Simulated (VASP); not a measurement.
Crystal: ZnO.

```
Zn O
1.0
     0.00000    2.16507    2.16507
     2.16507    0.00000    2.16507
     2.16507    2.16507    0.00000
Zn O
1 1
Direct
  0.00000 0.00000 0.00000
  0.50000 0.50000 0.50000
```

```yaml
Program: VASP 6.6.1
Task: relaxation of cell and atoms
Functional: PBEsol
Potentials_or_basis: VASP PAW PBE potentials, release 64 (Zn, O)
Cutoff: 600 eV
k_mesh: 10 × 10 × 10
Occupations: fermi-dirac, width 0.02 eV
Spin: no spin polarisation
```

At the start: pressure -6.9 GPa; volume 10.15 Å³/atom.

Problem. How do energy, volume and symmetry change on relaxing?

Solution. Over 3 steps the energy falls by 8.9 meV/atom and the volume is 9.75 Å³/atom (-3.9 %); space group Fm-3m (No. 225, to 0.05 Å).

The path:
```csv
step,energy change (eV),largest force (eV/Å),pressure (GPa),volume (Å³)
1,0.0000,0.0000,-6.92,20.30
2,-0.0113,0.0000,4.68,19.04
3,-0.0179,0.0000,-0.02,19.50
```

Final structure:
```
CELL_PARAMETERS angstrom
0.00000 2.13628 2.13628
2.13628 0.00000 2.13628
2.13628 2.13628 0.00000
ATOMIC_POSITIONS crystal
Zn 0.00000 0.00000 0.00000
O 0.50000 0.50000 0.50000
```

Caveat: the PAW data sets were made with another functional, which shifts forces and pressure a little.
